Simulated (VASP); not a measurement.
Write the native input for VASP 6.6.1 that does the following.

```
Task                   : single point
Functional             : PBE
Potentials or basis    : VASP PAW PBE potentials, release 64 (Ca_sv, O)
Cutoff                 : 520 eV
k mesh                 : 8 × 8 × 8
Occupations            : fermi-dirac, width 0.02 eV
Spin                   : no spin polarisation
Dipole correction      : no
Further INCAR settings : ALGO = Normal; EDIFF = 1e-06; NBANDS = 15
```

The structure of CaO lies in POSCAR:

```
CaO
1.0
    0.0000000000      2.6067317416      2.6067317416
    2.5897879853      0.0000000000      2.6067317416
    2.5897879853      2.6067317416      0.0000000000
Ca O
1 1
Direct
    0.0000000000      0.0000000000      0.0000000000
    0.2500000000      0.2500000000      0.2500000000
```

This cell differs from its parent crystal: uniaxial x strain -0.7%.

These files were run (other wordings do the same):

INCAR

```
PREC     = Accurate       # precision mode
ENCUT    = 520            # plane-wave cutoff, eV
EDIFF    = 1E-6           # SCF threshold, eV
ISMEAR   = -1             # smearing method
SIGMA    = 0.02           # smearing width, eV
LREAL    = F              # projectors in reciprocal space
LASPH    = T              # aspherical terms in the spheres
NELM     = 60             # most SCF steps
ALGO     = Normal         # electronic algorithm
ISIF     = 2              # what is computed and relaxed
LWAVE    = F              # write WAVECAR
LCHARG   = F              # write CHGCAR
GGA      = PE             # functional
NBANDS   = 15             # bands
```

KPOINTS

```
Automatic mesh
0
Gamma
  8 8 8
```

Potentials or basis: VASP PAW PBE potentials, release 64 (Ca_sv, O).

Launch:

```bash
$ cat potpaw_PBE.64/Ca_sv/POTCAR potpaw_PBE.64/O/POTCAR > POTCAR
$ mpirun -np 1 vasp_std > vasp.out
```

It gave:

```json
{
  "Pressure": "2.4 GPa",
  "Band gap on the k mesh": "3.34 eV, indirect (least direct gap 3.98 eV)"
}
```

Caveat: the cell differs from its parent crystal (uniaxial x strain -0.7%).

Run time: 27 s on 1 thread of Intel(R) Xeon(R) Platinum 8259CL CPU @ 2.50GHz (Skylake/Cascade Lake), with other jobs on the host, peak memory 0.17 GiB.
